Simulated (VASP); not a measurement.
# Ti (Im-3m) in VASP: notebook, part 2 of 2

VASP 6.6.1. The steps go on from the part before.

## Step 4: Single point, PBE, non-collinear spin, zero start, spin-orbit coupling

This run uses another cell than the first one, of 17.19 Å³/atom, 1.042 times its volume.

INCAR reads:

```
SYSTEM = Ti
PREC = Accurate
ENCUT = 520
EDIFF = 1E-6
ISMEAR = -1
SIGMA = 0.05
LREAL = .False.
LASPH = .True.
NELM = 150
ALGO = Normal
ISIF = 2
LWAVE = .False.
LCHARG = .False.
LNONCOLLINEAR = .True.
MAGMOM = 0 0 0
LORBIT = 11
LSORBIT = .True.
GGA_COMPAT = .False.
LORBMOM = .True.
LMAXMIX = 4
GGA = PE
NBANDS = 23
```

KPOINTS reads:

```
Automatic mesh
0
Gamma
  18 18 18
  0 0 0
```

POSCAR reads:

```
Ti
1.0
   -1.6258179727      1.6258179727      1.6258179727
    1.6258179727     -1.6258179727      1.6258179727
    1.6258179727      1.6258179727     -1.6258179727
Ti
1
Direct
    0.0000000000      0.0000000000      0.0000000000
```

Potentials or basis: VASP PAW PBE potentials, release 64 (Ti_sv).

The run is started by

```sh
cat potpaw_PBE.64/Ti_sv/POTCAR > POTCAR
mpirun -np 1 vasp_ncl > vasp.out
```

OUTCAR:

```text
SYSTEM = Ti
   PREC = Accurate
   ENCUT = 520
   EDIFF = 1E-6
   ISMEAR = -1
   LREAL = .False.
   LASPH = .True.
   NELM = 150
   ISIF = 2
   LNONCOLLINEAR = .True.
   LORBIT = 11
   LSORBIT = .True.
   GGA = PE

 ion  position               nearest neighbor table
   1  0.000  0.000  0.000-

  LATTYP: Found a body centered cubic cell.
 ALAT       =     3.2516359454

  Lattice vectors:

 A1 = (  -1.6258179727,   1.6258179727,   1.6258179727)
 A2 = (   1.6258179727,  -1.6258179727,   1.6258179727)
 A3 = (   1.6258179727,   1.6258179727,  -1.6258179727)

Analysis of symmetry for initial positions (statically):
=====================================================================
 Subroutine PRICEL returns:
 Original cell was already a primitive cell.

 Routine SETGRP: Setting up the symmetry group for a
 body centered cubic supercell.

 Subroutine GETGRP returns: Found 48 space group operations
 (whereof 48 operations were pure point group operations)
 out of a pool of 48 trial point group operations.

The static configuration has the point symmetry O_h .

Analysis of symmetry for dynamics (positions and initial velocities):
=====================================================================
 Subroutine PRICEL returns:
 Original cell was already a primitive cell.

 Routine SETGRP: Setting up the symmetry group for a
 body centered cubic supercell.

[... 830 lines left out ...]

 orbital moment (x)

 # of ion     p       d       tot
 ----------------------------------------
  1        -0.000   0.000   0.000
 ----------------------------------------
           -0.000   0.000   0.000

 orbital moment (y)

 # of ion     p       d       tot
 ----------------------------------------
  1         0.000  -0.000  -0.000
 ----------------------------------------
            0.000  -0.000  -0.000

 orbital moment (z)

 # of ion     p       d       tot
 ----------------------------------------
  1         0.000   0.000   0.000
 ----------------------------------------
            0.000   0.000   0.000

 Spin-Orbit-Coupling matrix elements

 Ion:    1  E_soc:     -0.0111162
 l=   1
     0.0000000    -0.0017561    -0.0017561
    -0.0017561     0.0000000    -0.0017561
    -0.0017561    -0.0017561     0.0000000
 l=   2
     0.0000000    -0.0000167     0.0000000    -0.0000167    -0.0000799
    -0.0000167     0.0000000    -0.0000599    -0.0000167    -0.0000200
     0.0000000    -0.0000599     0.0000000    -0.0000599     0.0000000
    -0.0000167    -0.0000167    -0.0000599     0.0000000    -0.0000200
    -0.0000799    -0.0000200     0.0000000    -0.0000200     0.0000000
 l=   3
     0.0000000     0.0000000     0.0000000     0.0000000     0.0000000     0.0000000     0.0000000
     0.0000000     0.0000000     0.0000000     0.0000000     0.0000000     0.0000000     0.0000000
     0.0000000     0.0000000     0.0000000     0.0000000     0.0000000     0.0000000     0.0000000
     0.0000000     0.0000000     0.0000000     0.0000000     0.0000000     0.0000000     0.0000000
     0.0000000     0.0000000     0.0000000     0.0000000     0.0000000     0.0000000     0.0000000
     0.0000000     0.0000000     0.0000000     0.0000000     0.0000000     0.0000000     0.0000000
     0.0000000     0.0000000     0.0000000     0.0000000     0.0000000     0.0000000     0.0000000

 total charge

# of ion       s       p       d       tot
------------------------------------------
    1        2.245   6.113   1.918  10.276

 magnetization (x)

# of ion       s       p       d       tot
------------------------------------------
    1        0.000  -0.000   0.000   0.000

 magnetization (y)

# of ion       s       p       d       tot
------------------------------------------
    1        0.000   0.000  -0.000   0.000

 magnetization (z)

# of ion       s       p       d       tot
------------------------------------------
    1        0.000   0.000  -0.000   0.000
```

OSZICAR:

```text
N       E                     dE             d eps       ncg     rms          rms(c)
DAV:   1     0.133610443030E+03    0.13361E+03   -0.59838E+03  8978   0.128E+03
DAV:   2     0.376506202156E+01   -0.12985E+03   -0.12590E+03  9369   0.385E+02
DAV:   3    -0.839530116343E+01   -0.12160E+02   -0.11958E+02 15736   0.103E+02
DAV:   4    -0.874901490179E+01   -0.35371E+00   -0.35218E+00 10828   0.164E+01
DAV:   5    -0.875886361888E+01   -0.98487E-02   -0.98483E-02 11601   0.217E+00    0.836E+00
DAV:   6    -0.772600701458E+01    0.10329E+01   -0.25833E+00 10069   0.231E+01    0.196E+00
DAV:   7    -0.772928932370E+01   -0.32823E-02   -0.16053E-01 13184   0.361E+00    0.138E+00
DAV:   8    -0.774158169727E+01   -0.12292E-01   -0.67487E-02  9488   0.351E+00    0.442E-01
DAV:   9    -0.773964317526E+01    0.19385E-02   -0.88643E-03 11680   0.134E+00    0.857E-02
DAV:  10    -0.773978390413E+01   -0.14073E-03   -0.29420E-04 10887   0.152E-01    0.420E-02
DAV:  11    -0.773979950744E+01   -0.15603E-04   -0.93951E-05 11413   0.762E-02    0.621E-03
DAV:  12    -0.773979708558E+01    0.24219E-05   -0.65788E-06 11038   0.273E-02    0.655E-03
DAV:  13    -0.773979772036E+01   -0.63478E-06   -0.19517E-06 12138   0.146E-02
   1 F= -.77397977E+01 E0= -.77304633E+01  d E =-.186689E-01  mag=    -0.0000     0.0000    -0.0000
```

stdout:

```text
POSCAR found type information on POSCAR Ti
 POSCAR found :  1 types and       1 ions
 scaLAPACK will be used
 LDA part: xc-table for (Slater+PW92), standard interpolation
 POSCAR, INCAR and KPOINTS ok, starting setup
 FFT: planning ... GRIDC
 FFT: planning ... GRID_SOFT
 FFT: planning ... GRID
 WAVECAR not read
 entering main loop
```

Wall time 81 s (1 thread of Intel Xeon Platinum 8488C (Sapphire Rapids), shared host); peak memory 0.26 GiB.

Results:

- Free energy: -7.7398 eV
- Pressure: 0.1 GPa
- Net moment: 0.00 μB per cell
- Valence electrons inside the program's atomic spheres: Ti 10.28

Moments on the atoms (μB; x, y, z):
```
Ti  0.00 0.00 0.00
```

## Step 5: Summary

| level | spin | cell | gap on the mesh (eV) | pressure (GPa) |
| --- | --- | --- | --- | --- |
| PBE | off | a = 2.778 Å, angles 109.5°, 1 atom | none | 4.8 |
| RPBE | off | a = 2.778 Å, angles 109.5°, 1 atom | none | 8.3 |
| PBE | non-collinear, zero start, SOC | a = 2.816 Å, angles 109.5°, 1 atom | - | 0.1 |

Alike in all rows: task single point; potentials or basis VASP PAW PBE potentials, release 64 (Ti_sv); k mesh 18 × 18 × 18; cutoff (eV) 520; smearing fermi-dirac 0.05 eV.

Caveats: the PAW data sets were made with another functional, which shifts forces and pressure a little (some runs).

Total energies depend on the potentials used, so only differences within one code and one set of settings carry meaning.
